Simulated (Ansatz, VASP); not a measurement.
# SiO2: VASP beside Ansatz

Contents of INCAR:

```
  PREC = Accurate
  ENCUT = 600
  EDIFF = 1E-7
  ISMEAR = 0
  SIGMA = 0.02
  LREAL = F
  LASPH = T
  NELM = 60
  ALGO = Normal
  ISIF = 3
  LWAVE = F
  LCHARG = F
  GGA = PE
  IBRION = 2
  NSW = 100
  EDIFFG = -0.005
```

File KPOINTS:

```
Automatic mesh
0
Gamma
  6 6 6
```

The input POSCAR:

```
SiO2
1.0
   -2.4772904627      2.4772904627      3.6556712422
    2.4772904627     -2.4772904627      3.6556712422
    2.4772904627      2.4772904627     -3.6556712422
Si O
2 4
Direct
    0.0000000000      0.0000000000      0.0000000000
    0.7500000000      0.2500000000      0.5000000000
    0.3750000000      0.2217861300      0.3467861300
    0.9717861300      0.6250000000      0.8467861300
    0.7782138700      0.1250000000      0.1532138700
    0.8750000000      0.0282138700      0.6532138700
```

Input for Ansatz:

```yaml
crystal:
  lattice:
    - [-2.4772904627, 2.4772904627, 3.6556712422]
    - [2.4772904627, -2.4772904627, 3.6556712422]
    - [2.4772904627, 2.4772904627, -3.6556712422]
  atoms:
    - { symbol: Si, position: [0.0, 0.0, 0.0] }
    - { symbol: Si, position: [0.75, 0.25, 0.5] }
    - { symbol: O, position: [0.375, 0.22178613, 0.34678613] }
    - { symbol: O, position: [0.97178613, 0.625, 0.84678613] }
    - { symbol: O, position: [0.77821387, 0.125, 0.15321387] }
    - { symbol: O, position: [0.875, 0.02821387, 0.65321387] }
basis:
  ecutwfc: 420
kpoints:
  mp_grid: { grid: [6, 6, 6] }
hamiltonian:
  xc: pbe
scf:
  occupations: { method: gaussian, width: 0.02 }
output:
  forces: true
  stress: true
  eigenvalues: true
  write_density: true
  write_potential: true
  elf: true
  volumetric_format: npy
relax:
  adjacent_minimum: "off"
  f_tol: 0.005
  max_steps: 80
  cell: { stress_tol: 0.05 }
```

Alike in both runs: task relaxation of cell and atoms; functional PBE; k mesh 6 × 6 × 6; occupations gaussian, width 0.02 eV; no spin polarisation.

```csv
,VASP,Ansatz
version,VASP 6.6.1,Ansatz 0.2.0
potentials or method,"VASP PAW PBE potentials, release 64 (Si, O), cutoff 600 eV","scalar-relativistic, plane waves, PAW"
valence electrons in the cell,32,32
```

```csv
,VASP,Ansatz,Ansatz less VASP
"gap on the k mesh at the Fermi level, each at its own relaxed structure (eV)",5.73,5.74,+0.005
relaxed volume (Å³/atom),15.55,15.52,-0.028
relaxed cell length with the largest relative difference (Å),5.125,5.120,-0.0042
```
